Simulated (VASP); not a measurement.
# NaS3 (Fm-3m) in VASP: single point with PBE

Aim: the single point of NaS3 with PBE.

Program: VASP 6.6.1. These are calculated values, not measurements. Logs are shortened: lines on timing, memory, paths and dates and some standing lists are left out, and cuts for length are marked.

### 1 The cell of the first run

It takes space group Fm-3m (No. 225, cubic). The conventional cell has a = 6.883 Å, b = 6.883 Å, c = 6.883 Å, α = 90.00°, β = 90.00°, γ = 90.00°. Within 3.9 Å of Na (site symmetry m-3m) lie 14 S at 2.98 to 3.44 Å. S (site symmetry m-3m) has 8 S at 2.98 Å and 6 Na at 3.44 Å within 3.9 Å. S (site symmetry -43m) has 4 Na at 2.98 Å and 10 S at 2.98 to 3.44 Å within 3.9 Å.

The cell was generated, and may not be a known phase.

### 2 Single point, PBE

INCAR

```
PREC = Accurate
ENCUT = 520
EDIFF = 1E-6
ISMEAR = 0
SIGMA = 0.1
LREAL = F
LASPH = T
NELM = 100
ALGO = Normal
ISIF = 2
LWAVE = F
LCHARG = T
GGA = PE
LELF = T
LVHAR = T
NBANDS = 20
```

KPOINTS

```
regular mesh
0
Gamma
  4 4 4
```

POSCAR

```
NaS3
1.0
    0.0000000000      3.4416191000      3.4416191000
    3.4416191000      0.0000000000      3.4416191000
    3.4416191000      3.4416191000      0.0000000000
Na S
1 3
Direct
    0.0000000000      0.0000000000      0.0000000000
    0.5000000000      0.5000000000      0.5000000000
    0.2500000000      0.2500000000      0.2500000000
    0.7500000000      0.7500000000      0.7500000000
```

Potentials or basis: VASP PAW PBE potentials, release 64 (Na_pv, S).

Run with:

```sh
$ cat potpaw_PBE.64/Na_pv/POTCAR potpaw_PBE.64/S/POTCAR > POTCAR
$ mpirun -np 1 vasp_std > vasp.out
```

OUTCAR:

```text
PREC = Accurate
   ENCUT = 520
   EDIFF = 1E-6
   ISMEAR = 0
   LREAL = F
   LASPH = T
   NELM = 100
   ISIF = 2
   GGA = PE

 ion  position               nearest neighbor table
   1  0.000  0.000  0.000-
   2  0.500  0.500  0.500-
   3  0.250  0.250  0.250-
   4  0.750  0.750  0.750-

  LATTYP: Found a face centered cubic cell.
 ALAT       =     6.8832382000

  Lattice vectors:

 A1 = (   0.0000000000,   3.4416191000,   3.4416191000)
 A2 = (   3.4416191000,   0.0000000000,   3.4416191000)
 A3 = (   3.4416191000,   3.4416191000,   0.0000000000)

Analysis of symmetry for initial positions (statically):
=====================================================================
 Subroutine PRICEL returns:
 Original cell was already a primitive cell.

 Routine SETGRP: Setting up the symmetry group for a
 face centered cubic supercell.

 Subroutine GETGRP returns: Found 48 space group operations
 (whereof 48 operations were pure point group operations)
 out of a pool of 48 trial point group operations.

The static configuration has the point symmetry O_h .

Analysis of symmetry for dynamics (positions and initial velocities):
=====================================================================
 Subroutine PRICEL returns:
 Original cell was already a primitive cell.

 Routine SETGRP: Setting up the symmetry group for a
 face centered cubic supercell.

 Subroutine GETGRP returns: Found 48 space group operations
 (whereof 48 operations were pure point group operations)
 out of a pool of 48 trial point group operations.

The dynamic configuration has the point symmetry O_h .

 Subroutine INISYM returns: Found 48 space group operations
 (whereof 48 operations are pure point group operations),
 and found     1 'primitive' translations

----------------------------------------------------------------------------------------

                                     Primitive cell

  volume of cell :      81.5302

  direct lattice vectors                    reciprocal lattice vectors
     0.000000000  3.441619100  3.441619100    -0.145280458  0.145280458  0.145280458
     3.441619100  0.000000000  3.441619100     0.145280458 -0.145280458  0.145280458
     3.441619100  3.441619100  0.000000000     0.145280458  0.145280458 -0.145280458

  length of vectors
     4.867184408  4.867184408  4.867184408     0.251633135  0.251633135  0.251633135

  position of ions in fractional coordinates (direct lattice)
     0.000000000  0.000000000  0.000000000
     0.500000000  0.500000000  0.500000000
     0.250000000  0.250000000  0.250000000
     0.750000000  0.750000000  0.750000000

  ion indices of the primitive-cell ions
   primitive index   ion index
                 1           1
                 2           2
                 3           3
                 4           4

----------------------------------------------------------------------------------------

 KPOINTS: regular mesh

Automatic generation of k-mesh.
 Grid dimensions read from file:
 generate k-points for:    4    4    4

 Generating k-lattice:

  Cartesian coordinates                     Fractional coordinates (reciprocal lattice)
    -0.036320115  0.036320115  0.036320115     0.250000000  0.000000000  0.000000000
     0.036320115 -0.036320115  0.036320115     0.000000000  0.250000000  0.000000000
     0.036320115  0.036320115 -0.036320115     0.000000000  0.000000000  0.250000000

  Length of vectors
     0.062908284  0.062908284  0.062908284

  Shift w.r.t. Gamma in fractional coordinates (k-lattice)
     0.000000000  0.000000000  0.000000000

 Subroutine IBZKPT returns following result:
 ===========================================

 Found      8 irreducible k-points:

 Following reciprocal coordinates:
            Coordinates               Weight
  0.000000  0.000000  0.000000      1.000000
  0.250000  0.000000  0.000000      8.000000
  0.500000  0.000000  0.000000      4.000000
  0.250000  0.250000  0.000000      6.000000
  0.500000  0.250000  0.000000     24.000000
 -0.250000  0.250000  0.000000     12.000000
  0.500000  0.500000  0.000000      3.000000
 -0.250000  0.500000  0.250000      6.000000
   k-points           NKPTS =      8   k-points in BZ     NKDIM =      8   number of bands    NBANDS=     20
   number of dos      NEDOS =    301   number of ions     NIONS =      4
   total plane-waves  NPLWV =  46656
   dimension x,y,z NGX =    36 NGY =   36 NGZ =   36
   dimension x,y,z NGXF=    72 NGYF=   72 NGZF=   72
   ions per type =               1   3
   NGX,Y,Z   is equivalent  to a cutoff of  12.30, 12.30, 12.30 a.u.
   NGXF,Y,Z  is equivalent  to a cutoff of  24.59, 24.59, 24.59 a.u.
 SYSTEM =  unknown system
   PREC   = accura    normal or accurate (medium, high low for compatibility)
   ISTART =      0    job   : 0-new  1-cont  2-samecut
   ICHARG =      2    charge: 1-file 2-atom 10-const
   ISPIN  =      1    spin polarized calculation?
   LNONCOLLINEAR =      F non collinear calculations
   LSORBIT =      F    spin-orbit coupling
   LASPH  =      T    aspherical Exc in radial PAW
   ENCUT  =  520.0 eV  38.22 Ry    6.18 a.u.   9.05  9.05  9.05*2*pi/ulx,y,z
   NELM   =    100;   NELMIN=  2; NELMDL= -5     # of ELM steps
   EDIFF  = 0.1E-05   stopping-criterion for ELM
   LREAL  =      F    real-space projection
   EDIFFG = 0.1E-04   stopping-criterion for IOM
   NSW    =      0    number of steps for IOM
   IBRION =     -1    ionic relax: 0-MD 1-quasi-New 2-CG
   NFREE  =      0    steps in history (QN), initial steepest desc. (CG)
   ISIF   =      2    stress and relaxation
   ISYM   =      2    0-nonsym 1-usesym 2-fastsym
   POTIM  = 0.5000    time-step for ionic-motion
   TEBEG  =    0.0;   TEEND  =   0.0 temperature during run
   PSTRESS=    0.0 pullay stress
   NELECT =      25.0000    total number of electrons
   NUPDOWN=      -1.0000    fix difference up-down
   EMIN   =  10.00;   EMAX   =-10.00  energy-range for DOS
   EFERMI =   0.00;   METHOD = LEGACY
   ISMEAR =     0;   SIGMA  =   0.10  broadening in eV -4-tet -1-fermi 0-gaus
   EFERMI_NEDOS =   21; number of points for ismear=-14 and -15
   IALGO  =     38    algorithm
   IMIX   =      4    mixing-type and parameters
     AMIX     =   0.40;   BMIX     =  1.00
     AMIX_MAG =   1.60;   BMIX_MAG =  1.00
  volume/ion in A,a.u.               =      20.38       137.55
  Fermi-wavevector in a.u.,A,eV,Ry     =   1.103948  2.086160 16.581443  1.218702
  Thomas-Fermi vector in A             =   2.240414
   LORBIT       =      0    0 simple, 1 ext, 2 COOP (PROOUT), +10 PAW based schemes
   GGA     = PE    functional components
   LHFCALC =     F    Hartree Fock is set to
   AEXX    =    0.0000 exact exchange contribution
   IVDW    =     0    specifies the selected vdW correction
   LEPSILON=     F    determine dielectric tensor
   LRPA    =     F    only Hartree local field effects (RPA)
 non-spin polarized calculation
 Gauss-broadening in eV      SIGMA  =   0.10
  energy-cutoff  :      520.00
  volume of cell :       81.53
 maximum number of plane-waves:      2209
   NGX = 19   NGY = 19   NGZ = 19

 number of electron      24.9999996 magnetization

 Free energy of the ion-electron system (eV)
  ---------------------------------------------------
  ext. energy  EPLUGINS =         0.00000000
  ---------------------------------------------------
  free energy    TOTEN  =       -11.58997961 eV

  energy without entropy =      -11.57289105  energy(sigma->0) =      -11.58143533

 E-fermi :   3.4212     XC(G=0):  -9.4258

 val. band max:        3.3742835544   @ k =  -0.2500   0.5000   0.2500
 cond. band min:       3.4848471920   @ k =  -0.2500   0.2500   0.0000
 fundamental gap:      0.1105636376
 Fermi energy:         3.4211993014

 k-point     1 :       0.0000    0.0000    0.0000
  band No.  band energies     occupation
      1     -19.6536      2.00000
      2     -19.6535      2.00000
      3     -19.6535      2.00000
      4     -10.5756      2.00000
      5      -7.5235      2.00000
      6      -7.0897      2.00000
[... 12 lines left out ...]
     19      12.2136      0.00000
     20      12.2136      0.00000

 k-point     2 :       0.2500    0.0000    0.0000
  band No.  band energies     occupation
      1     -19.6561      2.00000
      2     -19.6538      2.00000
      3     -19.6538      2.00000
      4     -10.2359      2.00000
      5      -7.8304      2.00000
      6      -7.4245      2.00000
[... 12 lines left out ...]
     19      11.6781      0.00000
     20      12.3029      0.00000

 k-point     3 :       0.5000    0.0000    0.0000
  band No.  band energies     occupation
      1     -19.6585      2.00000
      2     -19.6541      2.00000
      3     -19.6541      2.00000
      4      -9.6635      2.00000
      5      -8.5001      2.00000
      6      -7.6279      2.00000
[... 12 lines left out ...]
     19      12.9851      0.00000
     20      13.7079      0.00000

 k-point     4 :       0.2500    0.2500    0.0000
  band No.  band energies     occupation
      1     -19.6561      2.00000
      2     -19.6542      2.00000
      3     -19.6542      2.00000
      4     -10.1172      2.00000
      5      -7.8065      2.00000
      6      -7.6384      2.00000
[... 12 lines left out ...]
     19      11.8496      0.00000
     20      11.8496      0.00000

 k-point     5 :       0.5000    0.2500    0.0000
  band No.  band energies     occupation
      1     -19.6577      2.00000
      2     -19.6553      2.00000
      3     -19.6545      2.00000
      4      -9.5063      2.00000
      5      -8.3530      2.00000
      6      -7.9992      2.00000
[... 12 lines left out ...]
     19      12.1128      0.00000
     20      12.3631      0.00000

 k-point     6 :      -0.2500    0.2500    0.0000
  band No.  band energies     occupation
      1     -19.6571      2.00000
      2     -19.6555      2.00000
      3     -19.6541      2.00000
      4      -9.7470      2.00000
      5      -8.1273      2.00000
      6      -7.9097      2.00000
[... 12 lines left out ...]
     19      12.7357      0.00000
     20      13.4417      0.00000

 k-point     7 :       0.5000    0.5000    0.0000
  band No.  band energies     occupation
      1     -19.6585      2.00000
      2     -19.6549      2.00000
      3     -19.6549      2.00000
      4      -9.1493      2.00000
      5      -8.6933      2.00000
      6      -8.0548      2.00000
[... 12 lines left out ...]
     19      12.4120      0.00000
     20      12.6811      0.00000

 k-point     8 :      -0.2500    0.5000    0.2500
  band No.  band energies     occupation
      1     -19.6567      2.00000
      2     -19.6567      2.00000
      3     -19.6550      2.00000
      4      -9.1448      2.00000
      5      -8.4017      2.00000
      6      -8.4017      2.00000
[... 12 lines left out ...]
     19      11.4044      0.00000
     20      13.5917      0.00000

------------------------ aborting loop because EDIFF is reached ----------------------------------------

  FORCE on cell =-STRESS in cart. coord.  units (eV):
  Direction    XX          YY          ZZ          XY          YZ          ZX
  --------------------------------------------------------------------------------------
  -------------------------------------------------------------------------------------
  Total       -2.2254127     -2.2254127     -2.2254127      0.0000000     -0.0000000      0.0000000
  in kB      -43.7323422    -43.7323422    -43.7323422      0.0000000     -0.0000000      0.0000000
  external PRESSURE =     -43.7323422 kB  Pullay stress =       0.0000000 kB

 VOLUME and BASIS-vectors are now :
 -----------------------------------------------------------------------------
  energy-cutoff  :      520.00
  volume of cell :       81.53
      direct lattice vectors                 reciprocal lattice vectors
     0.000000000  3.441619100  3.441619100    -0.145280458  0.145280458  0.145280458
     3.441619100  0.000000000  3.441619100     0.145280458 -0.145280458  0.145280458
     3.441619100  3.441619100  0.000000000     0.145280458  0.145280458 -0.145280458

 POSITION                                       TOTAL-FORCE (eV/Angst)
 -----------------------------------------------------------------------------------
      0.00000      0.00000      0.00000        -0.000000      0.000000     -0.000000
      3.44162      3.44162      3.44162        -0.000000      0.000000     -0.000000
      1.72081      1.72081      1.72081         0.000000      0.000000      0.000000
      5.16243      5.16243      5.16243        -0.000000     -0.000000     -0.000000
 -----------------------------------------------------------------------------------
    total drift:                               -0.000000      0.000000      0.000000

  FREE ENERGIE OF THE ION-ELECTRON SYSTEM (eV)
  ---------------------------------------------------
  free  energy   TOTEN  =       -11.5899796106 eV

  energy  without entropy=      -11.5728910515  energy(sigma->0) =      -11.58143533
```

Run time: 8.6 s. Hardware: 1 thread of AMD EPYC 9R45 (Zen 5), shared host; peak memory 0.16 GiB.

Results:

```
Free energy            : -11.5900 eV
Pressure               : -4.4 GPa
Band gap on the k mesh : zero (an odd number of electrons rules out a gap without spin polarisation)
```

Caveat: the k points lie up to 0.40 Å⁻¹ apart, too coarse for converged energies and pressures of a metal.

The gap in the log of VASP goes by the Fermi energy; the results here count the filled bands.